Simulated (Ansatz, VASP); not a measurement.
## LaH in VASP and in Ansatz

File POSCAR:

```
LaH
1.0
    3.6219900000      0.0000000000      0.0000000000
   -1.8109950000      3.1367390000      0.0000000000
   -1.8109950000      1.0455800000      8.1210680000
La H
2 2
Direct
    0.2210100000      0.7789900000      0.6630300000
    0.7789900000      0.2210100000      0.3369700000
    0.3843000000      0.6157000000      0.1529000000
    0.6157000000      0.3843000000      0.8471000000
```

The input INCAR.step1:

```
  PREC = Accurate
  ENCUT = 520
  ISMEAR = -1
  SIGMA = 0.1
  LREAL = F
  LASPH = T
  NELM = 80
  NBANDS = 20
  GGA = PE
  ALGO = Normal
  EDIFF = 1E-4
  LWAVE = T
  LCHARG = F
```

Contents of INCAR.step2:

```
  PREC = Accurate
  ENCUT = 520
  EDIFF = 1E-6
  ISMEAR = -1
  SIGMA = 0.1
  LREAL = F
  LASPH = T
  NELM = 80
  ALGO = Normal
  ISIF = 2
  LWAVE = F
  LCHARG = F
  METAGGA = R2SCAN
  LMIXTAU = T
  NBANDS = 20
  ISTART = 1
```

KPOINTS

```
regular mesh
0
Gamma
  10 10 10
```

Input for Ansatz:

```yaml
crystal:
  lattice:
    - [3.62199, 0.0, 0.0]
    - [-1.810995, 3.136739, 0.0]
    - [-1.810995, 1.04558, 8.121068]
  atoms:
    - { symbol: La, position: [0.22101, 0.77899, 0.66303] }
    - { symbol: La, position: [0.77899, 0.22101, 0.33697] }
    - { symbol: H, position: [0.3843, 0.6157, 0.1529] }
    - { symbol: H, position: [0.6157, 0.3843, 0.8471] }
  symmetry: { tolerance: 0.0003 }
kpoints:
  mp_grid: { grid: [10, 10, 10], shift: [0, 0, 0] }
  band_path:
    path:
      - [0.0, 0.0, 0.0]
      - [0.0, 0.0, 0.5]
      - [0.64456494, -0.32228247, 0.17771753]
      - [0.67771753, -0.35543506, -0.17771753]
      - [0.5, 0.0, 0.0]
      - [0.0, 0.0, 0.0]
      - [0.67771753, -0.33885876, -0.33885876]
      - [0.66114124, -0.33885876, 0.0]
      - [0.5, -0.5, 0.0]
      - [0.0, 0.0, 0.0]
    npoints: 6
magnetization:
  spin_polarized: false
scf:
  occupations: { method: fermi_dirac }
  lower_state_search: "off"
  max_iter: 200
hamiltonian:
  pseudopotentials: { kind: paw }
  xc: r2scan
basis:
  ecutwfc: 500
  fft_grid_basis: typed
output:
  forces: true
  stress: true
  eigenvalues: true
  bader: true
  populations: true
  elf: true
  write_potential: true
  volumetric_format: npy
  dos:
    e_range: [-12, 8]
    de: 0.05
    projected: { site_lists: { H: [H], La: [La] } }
checkpoint:
  read: saved_state
```

Alike in both runs: task single point; functional r2SCAN; k mesh 10 × 10 × 10; no spin polarisation.

|  | VASP | Ansatz |
| --- | --- | --- |
| version | VASP 6.6.1 | Ansatz 0.2.0 |
| potentials or method | VASP PAW PBE potentials, release 64 (La, H), cutoff 520 eV | PAW plane waves |
| occupations | fermi-dirac, width 0.1 eV | fermi-dirac |
| valence electrons in the cell | 24 | 24 |

VASP gave:

```
pressure (GPa)                                                : 1.7
traceless stress, the component that is largest in VASP (GPa) : -3.16
rms of the force components (eV/Å)                            : 0.794
```

Question: Estimate Ansatz's values.

Answer: Pressure (GPa): 1.6; traceless stress, the component that is largest in VASP (GPa): -3.20; rms of the force components (eV/Å): 0.782.

VASP's potentials were made for PBE, not for r2SCAN. Atom by atom the forces differ by 0.013 eV/Å (rms over components). Ansatz's warnings: structure snapped to symmetry.

Spin-orbit coupling is off throughout.
